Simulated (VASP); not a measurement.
# P (Pbcm) in VASP: single point with PBEsol

Aim: the single point of P with PBEsol.

All numbers are computed with VASP 6.6.1; they aren't measurements. Logs are shortened: lines on timing, memory, paths and dates and some standing lists are left out, and cuts for length are marked.

## (1) The cell of the first run

Symmetry: Pbcm, No. 57, orthorhombic system. The conventional cell has a = 13.291 Å, b = 4.197 Å, c = 3.317 Å, α = 90.00°, β = 90.00°, γ = 90.00°. Within 2.9 Å of P (site symmetry m) lie 3 P at 2.23 to 2.25 Å. P (site symmetry m) has 3 P at 2.23 to 2.25 Å within 2.9 Å.

## (2) Single point, PBEsol

The input, INCAR:

```
SYSTEM = P
PREC = Accurate
ENCUT = 520
EDIFF = 1E-7
ISMEAR = 0
SIGMA = 0.15
LREAL = .False.
LASPH = .True.
NELM = 80
ALGO = Normal
ISIF = 2
LWAVE = .False.
LCHARG = .False.
GGA = PS
NBANDS = 30
```

The input, KPOINTS:

```
Automatic mesh
0
Gamma
  14 11 5
  0 0 0
```

The input, POSCAR:

```
P
1.0
   -3.3174145446      0.0000000000      0.0000000000
    0.0000000000      0.0000000000     -4.1971724467
    0.0000000000    -13.2907124513      0.0000000000
P
8
Direct
    0.0000000000      0.0728740689      0.6622268280
    0.5000000000      0.0728740689      0.2750875949
    1.0000000000      0.4271259311      0.2750875949
    0.5000000000      0.4271259311      0.6622268280
    0.0000000000      0.9271259311      0.4991908713
    0.5000000000      0.9271259311      0.1120516382
    1.0000000000      0.5728740689      0.1120516382
    0.5000000000      0.5728740689      0.4991908713
```

Potentials or basis: VASP PAW PBE potentials, release 64 (P).

Run with:

```
cat potpaw_PBE.64/P/POTCAR > POTCAR
mpirun -np 1 vasp_std > vasp.out
```

OUTCAR:

```text
SYSTEM = P
   PREC = Accurate
   ENCUT = 520
   EDIFF = 1E-7
   ISMEAR = 0
   LREAL = .False.
   LASPH = .True.
   NELM = 80
   ISIF = 2
   GGA = PS

 ion  position               nearest neighbor table
   1  0.000  0.073  0.662-   4 2.23   4 2.23   5 2.25
   2  0.500  0.073  0.275-   3 2.23   3 2.23   6 2.25
   3  0.000  0.427  0.275-   2 2.23   2 2.23   7 2.25
   4  0.500  0.427  0.662-   1 2.23   1 2.23   8 2.25
   5  0.000  0.927  0.499-   8 2.23   8 2.23   1 2.25
   6  0.500  0.927  0.112-   7 2.23   7 2.23   2 2.25
   7  0.000  0.573  0.112-   6 2.23   6 2.23   3 2.25
   8  0.500  0.573  0.499-   5 2.23   5 2.23   4 2.25

  LATTYP: Found a simple orthorhombic cell.
 ALAT       =     3.3174145446
 B/A-ratio  =     1.2651938400
 C/A-ratio  =     4.0063465909

  Lattice vectors:

 A1 = (  -3.3174145446,   0.0000000000,   0.0000000000)
 A2 = (   0.0000000000,   0.0000000000,  -4.1971724467)
 A3 = (   0.0000000000, -13.2907124513,   0.0000000000)

Analysis of symmetry for initial positions (statically):
=====================================================================
 Subroutine PRICEL returns:
 Original cell was already a primitive cell.

 Routine SETGRP: Setting up the symmetry group for a
 simple orthorhombic supercell.

 Subroutine GETGRP returns: Found  8 space group operations
 (whereof  2 operations were pure point group operations)
 out of a pool of  8 trial point group operations.

The static configuration has the point symmetry C_1h.
 The point group associated with its full space group is D_2h.

Analysis of symmetry for dynamics (positions and initial velocities):
=====================================================================
 Subroutine PRICEL returns:
 Original cell was already a primitive cell.

 Routine SETGRP: Setting up the symmetry group for a
 simple orthorhombic supercell.

 Subroutine GETGRP returns: Found  8 space group operations
 (whereof  2 operations were pure point group operations)
 out of a pool of  8 trial point group operations.

The dynamic configuration has the point symmetry C_1h.
 The point group associated with its full space group is D_2h.

 Subroutine INISYM returns: Found  8 space group operations
 (whereof  2 operations are pure point group operations),
 and found     1 'primitive' translations

----------------------------------------------------------------------------------------

                                     Primitive cell

  volume of cell :     185.0567

  direct lattice vectors                    reciprocal lattice vectors
    -3.317414545  0.000000000  0.000000000    -0.301439566  0.000000000  0.000000000
     0.000000000  0.000000000 -4.197172447     0.000000000  0.000000000 -0.238255638
     0.000000000-13.290712451  0.000000000     0.000000000 -0.075240511  0.000000000

  length of vectors
     3.317414545  4.197172447 13.290712451     0.301439566  0.238255638  0.075240511

  position of ions in fractional coordinates (direct lattice)
     0.000000000  0.072874069  0.662226828
     0.500000000  0.072874069  0.275087595
     0.000000000  0.427125931  0.275087595
     0.500000000  0.427125931  0.662226828
     0.000000000  0.927125931  0.499190871
     0.500000000  0.927125931  0.112051638
     0.000000000  0.572874069  0.112051638
     0.500000000  0.572874069  0.499190871

  ion indices of the primitive-cell ions
   primitive index   ion index
                 1           1
                 2           2
                 3           3
                 4           4
                 5           5
                 6           6
                 7           7
                 8           8

----------------------------------------------------------------------------------------

 KPOINTS: Automatic mesh

Automatic generation of k-mesh.
 Grid dimensions read from file:
 generate k-points for:   14   11    5

 Generating k-lattice:

  Cartesian coordinates                     Fractional coordinates (reciprocal lattice)
    -0.021531398  0.000000000  0.000000000     0.071428571  0.000000000  0.000000000
     0.000000000  0.000000000 -0.021659603     0.000000000  0.090909091  0.000000000
     0.000000000 -0.015048102  0.000000000     0.000000000  0.000000000  0.200000000

  Length of vectors
     0.021531398  0.021659603  0.015048102

  Shift w.r.t. Gamma in fractional coordinates (k-lattice)
     0.000000000  0.000000000  0.000000000

 Subroutine IBZKPT returns following result:
 ===========================================

 Found    144 irreducible k-points:

 Following reciprocal coordinates:
            Coordinates               Weight
  0.000000  0.000000  0.000000      1.000000
  0.071429  0.000000  0.000000      2.000000
  0.142857  0.000000  0.000000      2.000000
  0.214286  0.000000  0.000000      2.000000
  0.285714  0.000000  0.000000      2.000000
  0.357143  0.000000  0.000000      2.000000
[... 16 lines left out ...]
  0.428571  0.181818  0.000000      4.000000
  0.500000  0.181818  0.000000      2.000000
 [... further k-points ...]
   k-points           NKPTS =    144   k-points in BZ     NKDIM =    144   number of bands    NBANDS=     30
   number of dos      NEDOS =    301   number of ions     NIONS =      8
   total plane-waves  NPLWV =  89600
   dimension x,y,z NGX =    28 NGY =   32 NGZ =  100
   dimension x,y,z NGXF=    56 NGYF=   64 NGZF=  200
   ions per type =               8
   NGX,Y,Z   is equivalent  to a cutoff of  14.03, 12.67, 12.51 a.u.
   NGXF,Y,Z  is equivalent  to a cutoff of  28.06, 25.35, 25.02 a.u.
 SYSTEM =  P
   PREC   = accura    normal or accurate (medium, high low for compatibility)
   ISTART =      0    job   : 0-new  1-cont  2-samecut
   ICHARG =      2    charge: 1-file 2-atom 10-const
   ISPIN  =      1    spin polarized calculation?
   LNONCOLLINEAR =      F non collinear calculations
   LSORBIT =      F    spin-orbit coupling
   LASPH  =      T    aspherical Exc in radial PAW
   ENCUT  =  520.0 eV  38.22 Ry    6.18 a.u.   6.17  7.80 24.71*2*pi/ulx,y,z
   NELM   =     80;   NELMIN=  2; NELMDL= -5     # of ELM steps
   EDIFF  = 0.1E-06   stopping-criterion for ELM
   LREAL  =      F    real-space projection
   EDIFFG = 0.1E-05   stopping-criterion for IOM
   NSW    =      0    number of steps for IOM
   IBRION =     -1    ionic relax: 0-MD 1-quasi-New 2-CG
   NFREE  =      0    steps in history (QN), initial steepest desc. (CG)
   ISIF   =      2    stress and relaxation
   ISYM   =      2    0-nonsym 1-usesym 2-fastsym
   POTIM  = 0.5000    time-step for ionic-motion
   TEBEG  =    0.0;   TEEND  =   0.0 temperature during run
   PSTRESS=    0.0 pullay stress
   NELECT =      40.0000    total number of electrons
   NUPDOWN=      -1.0000    fix difference up-down
   EMIN   =  10.00;   EMAX   =-10.00  energy-range for DOS
   EFERMI =   0.00;   METHOD = LEGACY
   ISMEAR =     0;   SIGMA  =   0.15  broadening in eV -4-tet -1-fermi 0-gaus
   EFERMI_NEDOS =   21; number of points for ismear=-14 and -15
   IALGO  =     38    algorithm
   IMIX   =      4    mixing-type and parameters
     AMIX     =   0.40;   BMIX     =  1.00
     AMIX_MAG =   1.60;   BMIX_MAG =  1.00
  volume/ion in A,a.u.               =      23.13       156.10
  Fermi-wavevector in a.u.,A,eV,Ry     =   0.982486  1.856630 13.133426  0.965280
  Thomas-Fermi vector in A             =   2.113573
   LORBIT       =      0    0 simple, 1 ext, 2 COOP (PROOUT), +10 PAW based schemes
   GGA     = PS    functional components
   LHFCALC =     F    Hartree Fock is set to
   AEXX    =    0.0000 exact exchange contribution
   IVDW    =     0    specifies the selected vdW correction
   LEPSILON=     F    determine dielectric tensor
   LRPA    =     F    only Hartree local field effects (RPA)
 non-spin polarized calculation
 Gauss-broadening in eV      SIGMA  =   0.15
  energy-cutoff  :      520.00
  volume of cell :      185.06
 maximum number of plane-waves:      5027
 NGX is ok and might be reduce to    28
   NGX = 13   NGY = 15   NGZ = 49

 number of electron      39.9999996 magnetization

 Free energy of the ion-electron system (eV)
  ---------------------------------------------------
  ext. energy  EPLUGINS =         0.00000000
  ---------------------------------------------------
  free energy    TOTEN  =       -45.87273367 eV

  energy without entropy =      -45.86880053  energy(sigma->0) =      -45.87076710

 E-fermi :   4.5361     XC(G=0):  -8.5428

 val. band max:        4.5255470460   @ k =   0.0000   0.0000   0.4000
 cond. band min:       4.5816332766   @ k =   0.0714   0.0000   0.4000
 fundamental gap:      0.0560862306
 Fermi energy:         4.5361244674

 k-point     1 :       0.0000    0.0000    0.0000
  band No.  band energies     occupation
      1     -11.3066      2.00000
      2     -11.1373      2.00000
      3      -8.6861      2.00000
      4      -8.2753      2.00000
      5      -4.5483      2.00000
      6      -4.4621      2.00000
[... 22 lines left out ...]
     29       8.6736      0.00000
     30       9.5619      0.00000

 k-point     2 :       0.0714    0.0000    0.0000
  band No.  band energies     occupation
      1     -11.2455      2.00000
      2     -11.0765      2.00000
      3      -8.6231      2.00000
      4      -8.2127      2.00000
      5      -4.6047      2.00000
      6      -4.5301      2.00000
[... 22 lines left out ...]
     29       8.7374      0.00000
     30       9.5708      0.00000

 k-point     3 :       0.1429    0.0000    0.0000
  band No.  band energies     occupation
      1     -11.0624      2.00000
      2     -10.8946      2.00000
      3      -8.4342      2.00000
      4      -8.0250      2.00000
      5      -4.8083      2.00000
      6      -4.7698      2.00000
[... 682 lines left out ...]
     29       7.8870      0.00000
     30       7.9435      0.00000

 k-point    24 :       0.5000    0.1818    0.0000
  band No.  band energies     occupation
      1      -8.2821      2.00000
      2      -8.2821      2.00000
      3      -8.1532      2.00000
      4      -8.1532      2.00000
      5      -5.6362      2.00000
      6      -5.6362      2.00000
[... 22 lines left out ...]
     29       7.5723      0.00000
     30       7.5723      0.00000

 [... further k-points ...]
[... 5 lines left out ...]
  --------------------------------------------------------------------------------------
  -------------------------------------------------------------------------------------
  Total       -0.0909413     -0.8643801      0.2678365      0.0000000      0.0000000      0.0000000
  in kB       -0.7873484     -7.4835989      2.3188649      0.0000000      0.0000000      0.0000000
  external PRESSURE =      -1.9840274 kB  Pullay stress =       0.0000000 kB

 VOLUME and BASIS-vectors are now :
 -----------------------------------------------------------------------------
  energy-cutoff  :      520.00
  volume of cell :      185.06
      direct lattice vectors                 reciprocal lattice vectors
    -3.317414545  0.000000000  0.000000000    -0.301439566  0.000000000  0.000000000
     0.000000000  0.000000000 -4.197172447     0.000000000  0.000000000 -0.238255638
     0.000000000-13.290712451  0.000000000     0.000000000 -0.075240511  0.000000000

 POSITION                                       TOTAL-FORCE (eV/Angst)
 -----------------------------------------------------------------------------------
      0.00000     -8.80147     -0.30587        -0.000000      0.083135     -0.137122
     -1.65871     -3.65611     -0.30587         0.000000      0.072373     -0.036192
      0.00000     -3.65611     -1.79272        -0.000000      0.072373      0.036192
     -1.65871     -8.80147     -1.79272         0.000000      0.083135      0.137122
      0.00000     -6.63460     -3.89131         0.000000     -0.072373      0.036192
     -1.65871     -1.48925     -3.89131         0.000000     -0.083135      0.137122
      0.00000     -1.48925     -2.40445        -0.000000     -0.083135     -0.137122
     -1.65871     -6.63460     -2.40445         0.000000     -0.072373     -0.036192
 -----------------------------------------------------------------------------------
    total drift:                                0.000000     -0.000002      0.000000

  FREE ENERGIE OF THE ION-ELECTRON SYSTEM (eV)
  ---------------------------------------------------
  free  energy   TOTEN  =       -45.8727336694 eV

  energy  without entropy=      -45.8688005320  energy(sigma->0) =      -45.87076710
```

Wall time 13 min (1 thread of Intel Xeon 6975P-C, shared host); peak memory 0.64 GiB.

What came out:

| Item | Value |
| --- | --- |
| Free energy | -45.8727 eV |
| Pressure | -0.2 GPa |
| Largest force | 0.160 eV/Å |

Forces on the atoms (eV/Å):
```
P    0.000  0.083 -0.137
P    0.000  0.072 -0.036
P    0.000  0.072  0.036
P    0.000  0.083  0.137
P    0.000 -0.072  0.036
P    0.000 -0.083  0.137
P    0.000 -0.083 -0.137
P    0.000 -0.072 -0.036
```

Caveat: the PAW data sets were made with another functional, which shifts forces and pressure a little.
